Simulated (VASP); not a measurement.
# Ni (I4/mmm) in VASP: a series of runs, part 3 of 3

VASP 6.6.1.

### 6 Electric field gradients, LDA, collinear spin, ferromagnetic start (equal xx and yy strain of -2 %)

Input file INCAR:

```
  PREC = Accurate
  ENCUT = 520
  EDIFF = 1E-8
  ISMEAR = -1
  SIGMA = 0.05
  LREAL = False
  LASPH = True
  NELM = 150
  ALGO = Normal
  ISIF = 2
  LWAVE = False
  LCHARG = False
  ISPIN = 2
  MAGMOM = 1.5
  LORBIT = 11
  LMAXMIX = 4
  LEFG = True
  NBANDS = 15
```

Input file KPOINTS:

```
Automatic mesh
0
Gamma
  20 20 20
```

Input file POSCAR:

```
Ni
1.0
    0.0000000000      1.7325910000      1.7679500000
    1.7325910000      0.0000000000      1.7679500000
    1.7325910000      1.7325910000      0.0000000000
Ni
1
Direct
    0.0000000000      0.0000000000      0.0000000000
```

Potentials or basis: VASP PAW LDA potentials, release 64 (Ni).

The run is started by

```console
> cat potpaw_LDA.64/Ni/POTCAR > POTCAR
> mpirun -np 1 vasp_std > vasp.out
```

OUTCAR:

```text
PREC = Accurate
   ENCUT = 520
   EDIFF = 1E-8
   ISMEAR = -1
   LREAL = False
   LASPH = True
   NELM = 150
   ISIF = 2
   ISPIN = 2
   LORBIT = 11

 ion  position               nearest neighbor table
   1  0.000  0.000  0.000-

  LATTYP: Found a body centered tetragonal cell.
 ALAT       =     2.4502536902
 C/A-ratio  =     1.4430750636

  Lattice vectors:

 A1 = (  -1.7325910000,   0.0000000000,   1.7679500000)
 A2 = (   1.7325910000,   0.0000000000,   1.7679500000)
 A3 = (   0.0000000000,   1.7325910000,  -1.7679500000)

Analysis of symmetry for initial positions (statically):
=====================================================================
 Subroutine PRICEL returns:
 Original cell was already a primitive cell.

 Routine SETGRP: Setting up the symmetry group for a
 body centered tetragonal supercell.

 Subroutine GETGRP returns: Found 16 space group operations
 (whereof 16 operations were pure point group operations)
 out of a pool of 16 trial point group operations.

The static configuration has the point symmetry D_4h.

Analysis of symmetry for dynamics (positions and initial velocities):
=====================================================================
 Subroutine PRICEL returns:
 Original cell was already a primitive cell.

 Routine SETGRP: Setting up the symmetry group for a
 body centered tetragonal supercell.

 Subroutine GETGRP returns: Found 16 space group operations
 (whereof 16 operations were pure point group operations)
 out of a pool of 16 trial point group operations.

The dynamic configuration has the point symmetry D_4h.
[... 1026 lines left out ...]
      8      31.1063      0.00000
      9      33.9960      0.00000
     10      36.1070      0.00000
     11      38.1146      0.00000
     12      39.4453      0.00000
     13      43.7218      0.00000
     14      50.6215      0.00000
     15      52.3016      0.00000

 [... further k-points ...]

------------------------ aborting loop because EDIFF is reached ----------------------------------------

  FORCE on cell =-STRESS in cart. coord.  units (eV):
  Direction    XX          YY          ZZ          XY          YZ          ZX
  --------------------------------------------------------------------------------------
  -------------------------------------------------------------------------------------
  Total       -0.7628895     -0.7628895     -0.9315654      0.0000000     -0.0000000      0.0000000
  in kB     -115.1542974   -115.1542974   -140.6150580      0.0000000     -0.0000000      0.0000000
  external PRESSURE =    -123.6412176 kB  Pullay stress =       0.0000000 kB

 VOLUME and BASIS-vectors are now :
 -----------------------------------------------------------------------------
  energy-cutoff  :      520.00
  volume of cell :       10.61
      direct lattice vectors                 reciprocal lattice vectors
     0.000000000  1.732591000  1.767950000    -0.288585131  0.288585131  0.282813428
     1.732591000  0.000000000  1.767950000     0.288585131 -0.288585131  0.282813428
     1.732591000  1.732591000  0.000000000     0.288585131  0.288585131 -0.282813428

 POSITION                                       TOTAL-FORCE (eV/Angst)
 -----------------------------------------------------------------------------------
      0.00000      0.00000      0.00000         0.000000      0.000000      0.000000
 -----------------------------------------------------------------------------------
    total drift:                                0.000000     -0.000000      0.000000

  FREE ENERGIE OF THE ION-ELECTRON SYSTEM (eV)
  ---------------------------------------------------
  free  energy   TOTEN  =        -6.5610148785 eV

  energy  without entropy=       -6.5461267617  energy(sigma->0) =       -6.55357082

 Electric field gradients (V/A^2)
---------------------------------------------------------------------
 ion       V_xx      V_yy      V_zz      V_xy      V_xz      V_yz
---------------------------------------------------------------------
   1      -0.715    -0.715     1.430     0.001    -0.001    -0.001
---------------------------------------------------------------------

 Electric field gradients after diagonalization (V/A^2)
 (convention: |V_zz| > |V_xx| > |V_yy|)
----------------------------------------------------------------------
 ion       V_xx      V_yy      V_zz     asymmetry (V_yy - V_xx)/ V_zz
----------------------------------------------------------------------
   1      -0.716    -0.714     1.430       0.002
----------------------------------------------------------------------

           NMR quadrupolar parameters

 Cq : quadrupolar parameter    Cq=e*Q*V_zz/h
 eta: asymmetry parameters     (V_yy - V_xx)/ V_zz
 Q  : nuclear electric quadrupole moment in mb (millibarn)
----------------------------------------------------------------------
 ion       Cq(MHz)       eta       Q (mb)
----------------------------------------------------------------------
   1       0.003       0.002       1.000
----------------------------------------------------------------------

 total charge

# of ion       s       p       d       tot
------------------------------------------
    1        0.510   0.518   8.336   9.365

 magnetization (x)

# of ion       s       p       d       tot
------------------------------------------
    1       -0.005  -0.018   0.632   0.609
```

OSZICAR:

```text
N       E                     dE             d eps       ncg     rms          rms(c)
DAV:   1     0.322686294447E+02    0.32269E+02   -0.42050E+03 40884   0.870E+02
DAV:   2    -0.616597690195E+01   -0.38435E+02   -0.35508E+02 43248   0.163E+02
DAV:   3    -0.761721887569E+01   -0.14512E+01   -0.14425E+01 47308   0.313E+01
DAV:   4    -0.762567201802E+01   -0.84531E-02   -0.84518E-02 47076   0.227E+00
DAV:   5    -0.762576522158E+01   -0.93204E-04   -0.93203E-04 48221   0.216E-01    0.108E+01
DAV:   6    -0.694144993811E+01    0.68432E+00   -0.14023E+01 56028   0.429E+01    0.615E+00
DAV:   7    -0.658129621603E+01    0.36015E+00   -0.26008E+00 51220   0.163E+01    0.185E+00
DAV:   8    -0.656523708223E+01    0.16059E-01   -0.23131E-02 47051   0.956E-01    0.924E-01
DAV:   9    -0.656193497769E+01    0.33021E-02   -0.19746E-03 64737   0.248E-01    0.305E-01
DAV:  10    -0.656103079443E+01    0.90418E-03   -0.95717E-04 66821   0.166E-01    0.364E-02
DAV:  11    -0.656101561083E+01    0.15184E-04   -0.19831E-05 55272   0.287E-02    0.234E-02
DAV:  12    -0.656101514625E+01    0.46458E-06   -0.64591E-06 61636   0.132E-02    0.547E-03
DAV:  13    -0.656101498326E+01    0.16299E-06   -0.93181E-08 50004   0.372E-03    0.403E-03
DAV:  14    -0.656101488133E+01    0.10192E-06   -0.81229E-08 44356   0.167E-03    0.823E-04
DAV:  15    -0.656101487850E+01    0.28356E-08   -0.76320E-09 39124   0.706E-04
   1 F= -.65610149E+01 E0= -.65535708E+01  d E =-.148881E-01  mag=     0.6052
```

Run time: 7.4 min. Hardware: 1 thread of Oxide Virtual Turin-like, shared host; peak memory 0.21 GiB.

What came out:

```yaml
Free_energy: -6.5610 eV
Pressure: -12.4 GPa
Net_moment: 0.61 μB per cell
Site_moments: Ni +0.61 μB
Valence_electrons_inside_the_program's_atomic_spheres: Ni 9.37
```

Stress tensor (GPa, compression positive):
```
-11.52   0.00   0.00
  0.00 -11.52   0.00
  0.00   0.00 -14.06
```

Electric field gradients, principal values (V/Å²):
| atom | least | middle | greatest (by size) |
| --- | --- | --- | --- |
| 1 Ni | -0.714 | -0.716 | 1.430 |

Caveat: the cell differs from its parent crystal (equal xx and yy strain of -2 %); without QUAD_EFG the Cq values of the log hold for a quadrupole moment of 1 mb, not for the nuclei.

### 7 Summary

| cell | gap on the mesh (eV) | pressure (GPa) | moment (μB) |
| --- | --- | --- | --- |
| a = 2.513, b = 2.513, c = 2.500 Å, angles 60.2, 60.2, 59.7°, 1 atom | none | -20.7 | 0.61 |
| a = 2.463, b = 2.463, c = 2.425 Å, angles 60.5, 60.5, 59.0°, 1 atom | none | -8.2 | 0.60 |
| a = 2.475, b = 2.475, c = 2.450 Å, angles 60.3, 60.3, 59.3°, 1 atom | none | -12.4 | 0.61 |

Alike in all rows: task electric field gradients; level LDA; potentials or basis VASP PAW LDA potentials, release 64 (Ni); spin collinear, ferromagnetic start; k mesh 20 × 20 × 20; cutoff (eV) 520; smearing fermi-dirac 0.05 eV.

Absolute energies hang on the potentials; compare differences alone.
